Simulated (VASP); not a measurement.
AlGa3N4: single point with LDA

The system is AlGa3N4.

```
Al Ga N
1.0
     4.47102   -0.05157   -0.05157
    -0.05157    4.47102   -0.05157
    -0.05157   -0.05157    4.47102
Al Ga N
1 3 4
Direct
  0.00000 0.00000 0.00000
  0.50000 0.50000 0.00000
  0.50000 0.00000 0.50000
  0.00000 0.50000 0.50000
  0.75481 0.75481 0.24519
  0.75481 0.24519 0.75481
  0.24519 0.75481 0.75481
  0.24519 0.24519 0.24519
```

```json
{
 "Program": "VASP 6.6.1",
 "Task": "single point",
 "Functional": "LDA",
 "Potentials or basis": "VASP PAW LDA potentials, release 64 (Al, Ga_d, N)",
 "Cutoff": "520 eV",
 "k mesh": "6 × 6 × 6",
 "Occupations": "gaussian, width 0.05 eV",
 "Spin": "no spin polarisation"
}
```

```json
{"Pressure": "-4.4 GPa", "Largest force": "0.388 eV/Å", "Band gap on the k mesh": "2.25 eV"}
```

Forces on the atoms (eV/Å):
```
Al  -0.216 -0.216 -0.216
Ga  -0.225 -0.225 -0.203
Ga  -0.225 -0.203 -0.225
Ga  -0.203 -0.225 -0.225
N    0.233  0.233  0.180
N    0.233  0.180  0.233
N    0.180  0.233  0.233
N    0.224  0.224  0.224
```

Stress tensor (GPa, compression positive):
```
-4.40  4.72  4.72
 4.72 -4.40  4.72
 4.72  4.72 -4.40
```

Levels at points of the mesh, in eV from the valence-band top:
| k point | band 28 | band 29 | band 30 | band 31 | band 32 | band 33 | band 34 | band 35 |
| --- | --- | --- | --- | --- | --- | --- | --- | --- |
| (0.00, 0.00, 0.00) | -2.40 | -0.13 | -0.13 | 0.00 | 2.25 | 3.24 | 3.26 | 3.26 |
| (0.50, 0.00, 0.00) | -1.67 | -1.46 | -1.40 | -1.18 | 4.75 | 4.83 | 6.02 | 6.04 |
| (0.50, 0.50, 0.00) | -1.08 | -1.07 | -0.97 | -0.71 | 6.49 | 6.54 | 6.73 | 7.15 |
| (0.50, 0.50, 0.50) | -0.87 | -0.73 | -0.73 | -0.73 | 4.60 | 4.89 | 4.89 | 6.10 |

It took 3.8 min on 1 thread of Intel Xeon 8259CL, with other jobs on the host, peak memory 0.23 GiB.

Caveat: the cell stands under tension.
